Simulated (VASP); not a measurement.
Input of a VASP 6.6.1 run:

File INCAR:

```
SYSTEM = LiF
PREC = Accurate
ENCUT = 520
EDIFF = 1E-6
ISMEAR = 0
SIGMA = 0.1
LREAL = .False.
LASPH = .True.
NELM = 100
ALGO = Normal
ISIF = 2
LWAVE = .False.
LCHARG = .False.
GGA = PE
NBANDS = 12
```

KPOINTS

```
Automatic mesh
0
Gamma
  8 8 8
  0 0 0
```

Contents of POSCAR:

```
LiF
1.0
    0.0000000000      2.0140000000      2.0140000000
    2.0140000000      0.0000000000      2.0140000000
    2.0140000000      2.0140000000      0.0000000000
Li F
1 1
Direct
    0.0000000000      0.0000000000      0.0000000000
    0.5000000000      0.5000000000      0.5000000000
```

Potentials or basis: VASP PAW PBE potentials, release 64 (Li_sv, F).

The run is started by

```bash
$ cat potpaw_PBE.64/Li_sv/POTCAR potpaw_PBE.64/F/POTCAR > POTCAR
$ mpirun -np 1 vasp_std > vasp.out
```

Problem. Estimate the band gap on the k mesh.

Solution. 9.09 eV, direct.

 A k mesh can miss the band edges.
